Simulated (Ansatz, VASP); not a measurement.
Two plane-wave programs on La

```xyz
1
Lattice="-2.0594 2.0594 2.0594 2.0594 -2.0594 2.0594 2.0594 2.0594 -2.0594" Properties=species:S:1:pos:R:3 pbc="T T T"
La    0.0000    0.0000    0.0000
```

Alike in both runs: task single point; functional PBE; k mesh 12 × 12 × 12; occupations fermi-dirac, width 0.1 eV; no spin polarisation.

|  | VASP | Ansatz |
| --- | --- | --- |
| version | VASP 6.6.1 | Ansatz 0.2.0 |
| potentials or method | VASP PAW PBE potentials, release 64 (La), cutoff 520 eV | plane waves (420 eV) with PAW, scalar-relativistic |
| valence electrons in the cell | 11 | 11 |

VASP gave:

| Item | Value |
| --- | --- |
| pressure (GPa) | 2.5 |

Task: Which values does Ansatz return?

Result: Pressure (GPa): 2.4.

With one functional, cell and mesh, what is left measures potentials, basis and numerics.

Neither program's run includes spin-orbit coupling.
